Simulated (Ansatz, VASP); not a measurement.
# Two plane-wave programs on Ti

```
CELL_PARAMETERS angstrom
2.93509 0.00000 0.00000
-1.46754 2.54186 0.00000
0.00000 0.00000 4.63842
ATOMIC_POSITIONS crystal
Ti 0.33333 0.66667 0.25000
Ti 0.66667 0.33333 0.75000
```

Alike in both runs: functional r2SCAN; k mesh 18 × 18 × 10; occupations gaussian, width 0.1 eV; no spin polarisation.

Ansatz relaxed the structure, and its values are those at the end. VASP's run is a single point on that final structure, the one shown.

```csv
,VASP,Ansatz
version,VASP 6.6.1,Ansatz 0.2.0
potentials or method,"VASP PAW PBE potentials, release 64 (Ti_sv), cutoff 520 eV","scalar-relativistic, plane waves, PAW"
valence electrons in the cell,24,24
```

|  | VASP | Ansatz | Ansatz less VASP |
| --- | --- | --- | --- |
| gap on the k mesh at the Fermi level (eV) | none | none | - |
| pressure (GPa) | 0.4 | 0.0 | -0.35 |

VASP's potentials were made for PBE, not for r2SCAN. A gap of «none» marks a metal or a gap that the smearing closes.
